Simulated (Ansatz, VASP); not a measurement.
# Zr3SnSe in VASP and in Ansatz

```
Zr Sn Se
1.0
     3.19247   -3.23366    0.00000
     3.19247    3.23366    0.00000
     0.00000    0.00000    4.53640
Zr Sn Se
3 1 1
Cartesian
  3.1925 0.0000 2.2682
  1.5962 -1.6168 0.0000
  1.5962 1.6168 0.0000
  3.1925 0.0000 0.0000
  0.0000 0.0000 2.2682
```

Change from the starting cell: species swapped into the KHgF3 type (Cmmm, No. 65).

Alike in both runs: task relaxation of cell and atoms; functional PBE; k mesh 4 × 4 × 4; occupations gaussian, width 0.1 eV; no spin polarisation.

|  | VASP | Ansatz |
| --- | --- | --- |
| version | VASP 6.6.1 | Ansatz 0.2.0 |
| potentials or method | VASP PAW PBE potentials, release 64 (Zr_sv, Sn_d, Se), cutoff 600 eV | scalar-relativistic, plane waves, PAW |
| valence electrons in the cell | 56 | 66 |

```tsv
	VASP	Ansatz	Ansatz less VASP
gap on the k mesh at the Fermi level, each at its own relaxed structure (eV)	none	none	-
relaxed volume (Å³/atom)	29.84	29.96	+0.120
relaxed cell length with the largest relative difference (Å)	5.537	5.552	+0.0146
```

A gap of «none» marks a metal or a gap that the smearing closes. VASP's potentials hold 56 valence electrons a cell and Ansatz's 66, so a difference there can come from the potentials and not from the codes.

Noted on VASP's run: the volume moved by over 15 % at a fixed basis, so the end points are rough.
